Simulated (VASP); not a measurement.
Here is a VASP 6.6.1 calculation.

Contents of INCAR:

```
  PREC = Accurate
  ENCUT = 600
  EDIFF = 1E-6
  ISMEAR = 0
  SIGMA = 0.02
  LREAL = False
  LASPH = True
  NELM = 100
  ALGO = Normal
  ISIF = 3
  LWAVE = False
  LCHARG = False
  GGA = RP
  IBRION = 2
  NSW = 100
  EDIFFG = -0.002
```

KPOINTS

```
regular mesh
0
Gamma
  8 8 8
```

The input POSCAR:

```
GaP
1.0
    0.0000000000      2.7258124900      2.7258124900
    2.7258124900      0.0000000000      2.7258124900
    2.7258124900      2.7258124900      0.0000000000
Ga P
1 1
Direct
    0.0000000000      0.0000000000      0.0000000000
    0.7500000000      0.7500000000      0.7500000000
```

Potentials or basis: VASP PAW PBE potentials, release 64 (Ga_d, P).

Run with:

```sh
$ cat potpaw_PBE.64/Ga_d/POTCAR potpaw_PBE.64/P/POTCAR > POTCAR
$ mpirun -np 1 vasp_std > vasp.out
```

Question: Predict the relaxed volume.

Answer: 21.39 Å³/atom.

Question: What does it give for the band gap on the k mesh?

Answer: 1.50 eV, direct.

Final structure:
```
CELL_PARAMETERS angstrom
0.00000 2.77597 2.77597
2.77597 0.00000 2.77597
2.77597 2.77597 0.00000
ATOMIC_POSITIONS crystal
Ga 0.00000 0.00000 0.00000
P 0.75000 0.75000 0.75000
```

Caveat: the PAW data sets were made with another functional, which shifts forces and pressure a little. Expect the measured gap to be larger: semilocal functionals such as RPBE lack the derivative discontinuity.
